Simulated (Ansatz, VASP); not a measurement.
**YbCuOs3: VASP beside Ansatz**

```
Yb Cu Os
1.0
     0.00000    3.97298    0.00000
     3.97298    0.00000    0.00000
     1.98649    1.98649   -4.87994
Yb Cu Os
1 1 3
Direct
  0.13650 0.13650 0.72700
  0.52210 0.52210 0.95580
  0.88580 0.38580 0.22840
  0.38580 0.88580 0.22840
  0.75040 0.75040 0.49920
```

Alike in both runs: task single point; functional r2SCAN; k mesh 6 × 6 × 6; occupations fermi-dirac, width 0.0408 eV; no spin polarisation.

|  | VASP | Ansatz |
| --- | --- | --- |
| version | VASP 6.6.1 | Ansatz 0.2.0 |
| potentials or method | VASP PAW PBE potentials, release 64 (Yb, Cu, Os), cutoff 520 eV | PAW plane waves |
| valence electrons in the cell | 59 | 91 |

```csv
,VASP,Ansatz,Ansatz less VASP
rms of the force components (eV/Å),0.385,0.367,-0.0183
```

VASP's potentials were made for PBE, not for r2SCAN. Atom by atom the forces differ by 0.027 eV/Å (rms over components). VASP's potentials hold 59 valence electrons a cell and Ansatz's 91, so a difference there can come from the potentials and not from the codes.

Spin-orbit coupling is off throughout.
